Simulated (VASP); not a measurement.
# AgI (P6_3mc) in VASP: settings compared

The runs below take AgI through relaxation of cell and atoms, with PBEsol, LDA.

Everything below comes from runs of VASP 6.6.1. Logs are shortened: lines on timing, memory, paths and dates and some standing lists are left out, and cuts for length are marked.

**1. The cell of the first run**

It takes space group P6_3mc (No. 186, hexagonal). Conventional cell: a = 4.686 Å, b = 4.686 Å, c = 7.664 Å, α = 90.00°, β = 90.00°, γ = 120.00°. Within 3.8 Å of Ag (site symmetry 3m) lie 4 I at 2.87 Å. I (site symmetry 3m) has 4 Ag at 2.87 Å within 3.8 Å.

**2. Relaxation of cell and atoms, PBEsol**

Input file INCAR:

```
PREC = Accurate
ENCUT = 500
EDIFF = 1E-7
ISMEAR = -1
SIGMA = 0.02
LREAL = F
LASPH = T
NELM = 120
ALGO = Normal
ISIF = 3
LWAVE = F
LCHARG = F
GGA = PS
IBRION = 2
NSW = 80
EDIFFG = -0.005
GGA_COMPAT = F
NELMIN = 4
```

Input file KPOINTS:

```
regular mesh
0
Gamma
  6 6 4
```

Input file POSCAR:

```
AgI
1.0
    4.6858691312      0.0000000000      0.0000000000
   -2.3429345656      4.0580817065      0.0000000000
    0.0000000000      0.0000000000      7.6644342282
Ag I
2 2
Direct
    0.6666666667      0.3333333333      0.6276565509
    0.3333333333      0.6666666667      0.1276565509
    0.6666666667      0.3333333333      0.0023434491
    0.3333333333      0.6666666667      0.5023434491
```

Potentials or basis: VASP PAW PBE potentials, release 64 (Ag, I).

Command:

```
$ cat potpaw_PBE.64/Ag/POTCAR potpaw_PBE.64/I/POTCAR > POTCAR
$ mpirun -np 1 vasp_std > vasp.out
```

OUTCAR:

```text
PREC = Accurate
   ENCUT = 500
   EDIFF = 1E-7
   ISMEAR = -1
   LREAL = F
   LASPH = T
   NELM = 120
   ISIF = 3
   GGA = PS
   IBRION = 2
   NSW = 80
   EDIFFG = -0.005
   NELMIN = 4

 ion  position               nearest neighbor table
   1  0.667  0.333  0.628-   4 2.87   4 2.87   4 2.87   3 2.87
   2  0.333  0.667  0.128-   3 2.87   3 2.87   3 2.87   4 2.87
   3  0.667  0.333  0.002-   2 2.87   2 2.87   2 2.87   1 2.87
   4  0.333  0.667  0.502-   1 2.87   1 2.87   1 2.87   2 2.87

  LATTYP: Found a hexagonal cell.
 ALAT       =     4.6858691312
 C/A-ratio  =     1.6356483746

  Lattice vectors:

 A1 = (   4.6858691312,   0.0000000000,   0.0000000000)
 A2 = (  -2.3429345656,   4.0580817065,   0.0000000000)
 A3 = (   0.0000000000,   0.0000000000,   7.6644342282)

Analysis of symmetry for initial positions (statically):
=====================================================================
 Subroutine PRICEL returns:
 Original cell was already a primitive cell.

 Routine SETGRP: Setting up the symmetry group for a
 hexagonal supercell.

 Subroutine GETGRP returns: Found 12 space group operations
 (whereof  6 operations were pure point group operations)
 out of a pool of 24 trial point group operations.

The static configuration has the point symmetry C_3v.
 The point group associated with its full space group is C_6v.

Analysis of symmetry for dynamics (positions and initial velocities):
=====================================================================
 Subroutine PRICEL returns:
 Original cell was already a primitive cell.

 Routine SETGRP: Setting up the symmetry group for a
 hexagonal supercell.

 Subroutine GETGRP returns: Found 12 space group operations
 (whereof  6 operations were pure point group operations)
 out of a pool of 24 trial point group operations.

The dynamic configuration has the point symmetry C_3v.
 The point group associated with its full space group is C_6v.

 Subroutine INISYM returns: Found 12 space group operations
 (whereof  6 operations are pure point group operations),
 and found     1 'primitive' translations

----------------------------------------------------------------------------------------

                                     Primitive cell

  volume of cell :     145.7441

  direct lattice vectors                    reciprocal lattice vectors
     4.685869131  0.000000000  0.000000000     0.213407582  0.123210925  0.000000000
    -2.342934566  4.058081707  0.000000000     0.000000000  0.246421850  0.000000000
     0.000000000  0.000000000  7.664434228     0.000000000  0.000000000  0.130472775

  length of vectors
     4.685869131  4.685869131  7.664434228     0.246421850  0.246421850  0.130472775

  position of ions in fractional coordinates (direct lattice)
     0.666666667  0.333333333  0.627656551
     0.333333333  0.666666667  0.127656551
     0.666666667  0.333333333  0.002343449
     0.333333333  0.666666667  0.502343449

  ion indices of the primitive-cell ions
   primitive index   ion index
                 1           1
                 2           2
                 3           3
                 4           4

----------------------------------------------------------------------------------------

 KPOINTS: regular mesh

Automatic generation of k-mesh.
 Grid dimensions read from file:
 generate k-points for:    6    6    4

 Generating k-lattice:

  Cartesian coordinates                     Fractional coordinates (reciprocal lattice)
     0.035567930  0.020535154  0.000000000     0.166666667  0.000000000  0.000000000
     0.000000000  0.041070308  0.000000000     0.000000000  0.166666667  0.000000000
     0.000000000  0.000000000  0.032618194     0.000000000  0.000000000  0.250000000

  Length of vectors
     0.041070308  0.041070308  0.032618194

  Shift w.r.t. Gamma in fractional coordinates (k-lattice)
     0.000000000  0.000000000  0.000000000

 Subroutine IBZKPT returns following result:
 ===========================================

 Found     21 irreducible k-points:

 Following reciprocal coordinates:
            Coordinates               Weight
  0.000000  0.000000  0.000000      1.000000
  0.166667  0.000000  0.000000      6.000000
  0.333333  0.000000  0.000000      6.000000
  0.500000 -0.000000  0.000000      3.000000
  0.166667  0.166667  0.000000      6.000000
  0.333333  0.166667  0.000000     12.000000
[... 13 lines left out ...]
  0.333333  0.166667  0.500000     12.000000
  0.333333  0.333333  0.500000      2.000000
   k-points           NKPTS =     21   k-points in BZ     NKDIM =     21   number of bands    NBANDS=     22
   number of dos      NEDOS =    301   number of ions     NIONS =      4
   total plane-waves  NPLWV =  72576
   dimension x,y,z NGX =    36 NGY =   36 NGZ =   56
   dimension x,y,z NGXF=    72 NGYF=   72 NGZF=  112
   ions per type =               2   2
   NGX,Y,Z   is equivalent  to a cutoff of  12.77, 12.77, 12.15 a.u.
   NGXF,Y,Z  is equivalent  to a cutoff of  25.54, 25.54, 24.29 a.u.
 SYSTEM =  unknown system
   PREC   = accura    normal or accurate (medium, high low for compatibility)
   ISTART =      0    job   : 0-new  1-cont  2-samecut
   ICHARG =      2    charge: 1-file 2-atom 10-const
   ISPIN  =      1    spin polarized calculation?
   LNONCOLLINEAR =      F non collinear calculations
   LSORBIT =      F    spin-orbit coupling
   LASPH  =      T    aspherical Exc in radial PAW
   ENCUT  =  500.0 eV  36.75 Ry    6.06 a.u.   8.54  8.54 13.97*2*pi/ulx,y,z
   NELM   =    120;   NELMIN=  4; NELMDL= -5     # of ELM steps
   EDIFF  = 0.1E-06   stopping-criterion for ELM
   LREAL  =      F    real-space projection
   EDIFFG = -.5E-02   stopping-criterion for IOM
   NSW    =     80    number of steps for IOM
   IBRION =      2    ionic relax: 0-MD 1-quasi-New 2-CG
   NFREE  =      1    steps in history (QN), initial steepest desc. (CG)
   ISIF   =      3    stress and relaxation
   ISYM   =      2    0-nonsym 1-usesym 2-fastsym
   POTIM  = 0.5000    time-step for ionic-motion
   TEBEG  =    0.0;   TEEND  =   0.0 temperature during run
   PSTRESS=    0.0 pullay stress
   NELECT =      36.0000    total number of electrons
   NUPDOWN=      -1.0000    fix difference up-down
   EMIN   =  10.00;   EMAX   =-10.00  energy-range for DOS
   EFERMI =   0.00;   METHOD = LEGACY
   ISMEAR =    -1;   SIGMA  =   0.02  broadening in eV -4-tet -1-fermi 0-gaus
   EFERMI_NEDOS =   21; number of points for ismear=-14 and -15
   IALGO  =     38    algorithm
   IMIX   =      4    mixing-type and parameters
     AMIX     =   0.40;   BMIX     =  1.00
     AMIX_MAG =   1.60;   BMIX_MAG =  1.00
  volume/ion in A,a.u.               =      36.44       245.88
  Fermi-wavevector in a.u.,A,eV,Ry     =   1.027177  1.941083 14.355408  1.055093
  Thomas-Fermi vector in A             =   2.161108
   LORBIT       =      0    0 simple, 1 ext, 2 COOP (PROOUT), +10 PAW based schemes
   GGA     = PS    functional components
   LHFCALC =     F    Hartree Fock is set to
   AEXX    =    0.0000 exact exchange contribution
   IVDW    =     0    specifies the selected vdW correction
   LEPSILON=     F    determine dielectric tensor
   LRPA    =     F    only Hartree local field effects (RPA)
 conjugate gradient relaxation of ions
 non-spin polarized calculation
  energy-cutoff  :      500.00
  volume of cell :      145.74
 maximum number of plane-waves:      3730
 NGX is ok and might be reduce to    36
   NGX = 17   NGY = 17   NGZ = 27

--------------------------------------- Ionic step        1  -------------------------------------------

 number of electron      35.9999997 magnetization

 Free energy of the ion-electron system (eV)
  ---------------------------------------------------
  ext. energy  EPLUGINS =         0.00000000
  ---------------------------------------------------
  free energy    TOTEN  =       -10.81854168 eV

  energy without entropy =      -10.81854168  energy(sigma->0) =      -10.81854168

------------------------ aborting loop because EDIFF is reached ----------------------------------------

  FORCE on cell =-STRESS in cart. coord.  units (eV):
  Direction    XX          YY          ZZ          XY          YZ          ZX
  --------------------------------------------------------------------------------------
  -------------------------------------------------------------------------------------
  Total       -2.0663836     -2.0663836     -2.1001451      0.0000000      0.0000000      0.0000000
  in kB      -22.7159285    -22.7159285    -23.0870707      0.0000000      0.0000000      0.0000000
  external PRESSURE =     -22.8396425 kB  Pullay stress =       0.0000000 kB

 VOLUME and BASIS-vectors are now :
 -----------------------------------------------------------------------------
  energy-cutoff  :      500.00
  volume of cell :      145.74
      direct lattice vectors                 reciprocal lattice vectors
     4.685869131  0.000000000  0.000000000     0.213407582  0.123210925  0.000000000
    -2.342934566  4.058081707  0.000000000     0.000000000  0.246421850  0.000000000
     0.000000000  0.000000000  7.664434228     0.000000000  0.000000000  0.130472775
[... 39 lines left out ...]
 POSITION                                       TOTAL-FORCE (eV/Angst)
 -----------------------------------------------------------------------------------
      2.28454      1.31898      4.68850        -0.000000      0.000000     -0.002266
     -0.00000      2.63796      0.95335        -0.000000     -0.000000     -0.002266
      2.28454      1.31898      0.01779         0.000000      0.000000      0.002266
     -0.00000      2.63796      3.75294         0.000000     -0.000000      0.002266
 -----------------------------------------------------------------------------------
    total drift:                               -0.000000      0.000000      0.000820

  FREE ENERGIE OF THE ION-ELECTRON SYSTEM (eV)
  ---------------------------------------------------
  free  energy   TOTEN  =       -10.9091513344 eV

  energy  without entropy=      -10.9091513344  energy(sigma->0) =      -10.90915133

--------------------------------------- Ionic step        3  -------------------------------------------

 number of electron      36.0000002 magnetization

 Free energy of the ion-electron system (eV)
  ---------------------------------------------------
  ext. energy  EPLUGINS =         0.00000000
  ---------------------------------------------------
  free energy    TOTEN  =       -10.91003995 eV

  energy without entropy =      -10.91003995  energy(sigma->0) =      -10.91003995

 E-fermi :   3.7139     XC(G=0):  -8.7318

 val. band max:        3.2541784616   @ k =   0.0000   0.0000   0.0000
 cond. band min:       4.4872862508   @ k =   0.0000   0.0000   0.0000
 fundamental gap:      1.2331077892
 Fermi energy:         3.7139047552

 k-point     1 :       0.0000    0.0000    0.0000
  band No.  band energies     occupation
      1      -9.7203      2.00000
      2      -9.4054      2.00000
      3      -1.1027      2.00000
      4      -1.0973      2.00000
      5      -1.0973      2.00000
      6      -1.0838      2.00000
[... 14 lines left out ...]
     21       8.8832      0.00000
     22       8.8832      0.00000
[... 520 lines left out ...]
 POSITION                                       TOTAL-FORCE (eV/Angst)
 -----------------------------------------------------------------------------------
      2.27871      1.31561      4.67630        -0.000000     -0.000000     -0.001942
     -0.00000      2.63123      0.95085        -0.000000      0.000000     -0.001942
      2.27871      1.31561      0.01777         0.000000     -0.000000      0.001942
     -0.00000      2.63123      3.74322         0.000000     -0.000000      0.001942
 -----------------------------------------------------------------------------------
    total drift:                               -0.000000      0.000000      0.001266

  FREE ENERGIE OF THE ION-ELECTRON SYSTEM (eV)
  ---------------------------------------------------
  free  energy   TOTEN  =       -10.9100399539 eV

  energy  without entropy=      -10.9100399539  energy(sigma->0) =      -10.91003995

 reached required accuracy - stopping structural energy minimisation
```

It took 80 s on 1 thread of Intel Xeon 6975P-C (Granite Rapids), shared host; peak memory 0.29 GiB.

What came out:

- Free energy: -10.9100 eV
- Relaxed volume: 33.51 Å³/atom
- Relaxed cell: a = 4.557 Å, b = 4.557 Å, c = 7.451 Å, α = 90.00°, β = 90.00°, γ = 120.00°
- Space group after relaxing (to 0.1 Å): P6_3mc (No. 186)
- Energy gained by relaxing: 22.9 meV/atom
- Ionic steps: 3
- Pressure after relaxing: 0.0 GPa
- Band gap on the k mesh: 1.23 eV

Step by step:
| step | energy change (eV) | largest force (eV/Å) | pressure (GPa) | volume (Å³) |
| --- | --- | --- | --- | --- |
| 1 | 0.0000 | 0.0060 | -2.28 | 145.74 |
| 2 | -0.0906 | 0.0023 | -0.26 | 135.06 |
| 3 | -0.0915 | 0.0019 | 0.00 | 134.02 |

Final structure:
```xyz
4
Lattice="4.5574 0.0000 0.0000 -2.2787 3.9468 0.0000 0.0000 0.0000 7.4509" Properties=species:S:1:pos:R:3 pbc="T T T"
Ag    2.2787    1.3156    4.6763
Ag    0.0000    2.6312    0.9508
I     2.2787    1.3156    0.0178
I     0.0000    2.6312    3.7432
```

Caveat: the PAW data sets were made with another functional, which shifts forces and pressure a little; spin-orbit coupling is left out, which moves the levels of the heavy elements.

(Continued in part 2 of 2.)
